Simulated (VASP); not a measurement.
Set up this calculation in VASP 6.6.1, as the native input.

```yaml
Task: single point
Functional: r2SCAN
Potentials_or_basis: VASP PAW PBE potentials, release 64 (Os)
Cutoff: 520 eV
k_mesh: 18 × 18 × 10
Occupations: gaussian, width 0.1 eV
Spin: no spin polarisation
Dipole_correction: no
Further_INCAR_settings: ALGO = Normal; EDIFF = 1e-06; NBANDS = 15
```

The system is Os.

```
Os
1.0
     2.79317    0.00000    0.00000
    -1.39658    2.41895    0.00000
     0.00000    0.00000    4.39714
Os
2
Direct
  0.33333 0.66667 0.25000
  0.66667 0.33333 0.75000
```

This cell differs from its parent crystal: volume scaled by 1.06, then relaxed in part.

One way to write it, as run:

POSCAR

```
Os
1.0
    2.7931675964      0.0000000000      0.0000000000
   -1.3965837982      2.4189540955      0.0000000000
    0.0000000000      0.0000000000      4.3971355205
Os
2
Direct
    0.3333333333      0.6666666667      0.2500000000
    0.6666666667      0.3333333333      0.7500000000
```

INCAR.step1

```
ALGO     = Normal         # electronic algorithm
EDIFF    = 1E-4           # SCF threshold, eV
ENCUT    = 520            # plane-wave cutoff, eV
GGA      = PE             # functional
ISMEAR   = 0              # smearing method
LASPH    = T              # aspherical terms in the spheres
LCHARG   = F              # write CHGCAR
LREAL    = F              # projectors in reciprocal space
LWAVE    = T              # write WAVECAR
NBANDS   = 15             # bands
NELM     = 80             # most SCF steps
PREC     = Accurate       # precision mode
SIGMA    = 0.1            # smearing width, eV
```

INCAR.step2

```
ALGO     = Normal         # electronic algorithm
EDIFF    = 1E-6           # SCF threshold, eV
ENCUT    = 520            # plane-wave cutoff, eV
ISIF     = 2              # what is computed and relaxed
ISMEAR   = 0              # smearing method
ISTART   = 1            
LASPH    = T              # aspherical terms in the spheres
LCHARG   = T              # write CHGCAR
LELF     = T              # ELF
LMIXTAU  = T            
LREAL    = F              # projectors in reciprocal space
LVHAR    = T            
LWAVE    = F              # write WAVECAR
METAGGA  = R2SCAN         # meta-GGA
NBANDS   = 15             # bands
NELM     = 80             # most SCF steps
PREC     = Accurate       # precision mode
SIGMA    = 0.1            # smearing width, eV
```

KPOINTS

```
k-points
0
Gamma
  18 18 10
```

Potentials or basis: VASP PAW PBE potentials, release 64 (Os).

Command:

```sh
$ cat potpaw_PBE.64/Os/POTCAR > POTCAR
$ cp INCAR.step1 INCAR
$ mpirun -np 1 vasp_std > vasp.out
$ cp INCAR.step2 INCAR
$ mpirun -np 1 vasp_std > vasp.out
```

It gave:

```json
{"Pressure": "-21.2 GPa", "Band gap on the k mesh": "zero (band 8 reaches 10.27 eV, above the bottom of band 9 at 6.57 eV)"}
```

Caveat: the PAW data sets were made with another functional, which shifts forces and pressure a little; spin-orbit coupling is left out, which moves the levels of the heavy elements.

Wall time 4 min on 1 thread of Intel Xeon 6975P-C, on a shared host, peak memory 0.23 GiB.
